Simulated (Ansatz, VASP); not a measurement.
# CdSe: VASP beside Ansatz

```
Cd Se
1.0
     4.28199    0.00000    0.00000
    -2.14099    3.70831    0.00000
     0.00000    0.00000    6.98132
Cd Se
2 2
Direct
  0.33333 0.66667 0.00453
  0.66667 0.33333 0.50453
  0.33333 0.66667 0.38047
  0.66667 0.33333 0.88047
```

Alike in both runs: functional r2SCAN; k mesh 6 × 6 × 4; occupations fermi-dirac, width 0.02 eV; no spin polarisation.

Ansatz relaxed the structure, and its values are those at the end. VASP's run is a single point on that final structure, the one shown.

```csv
,VASP,Ansatz
version,VASP 6.6.1,Ansatz 0.2.0
potentials or method,"VASP PAW PBE potentials, release 64 (Cd, Se), cutoff 520 eV",PAW plane waves
valence electrons in the cell,36,72
```

```csv
,VASP,Ansatz,Ansatz less VASP
gap on the k mesh at the Fermi level (eV),1.19,1.20,+0.003
pressure (GPa),2.6,2.3,-0.29
rms of the force components (eV/Å),0.003,0.002,-0.0009
```

VASP's potentials were made for PBE, not for r2SCAN. VASP's potentials hold 36 valence electrons a cell and Ansatz's 72, so a difference there can come from the potentials and not from the codes. Ansatz's warnings: stress scf threshold loose.
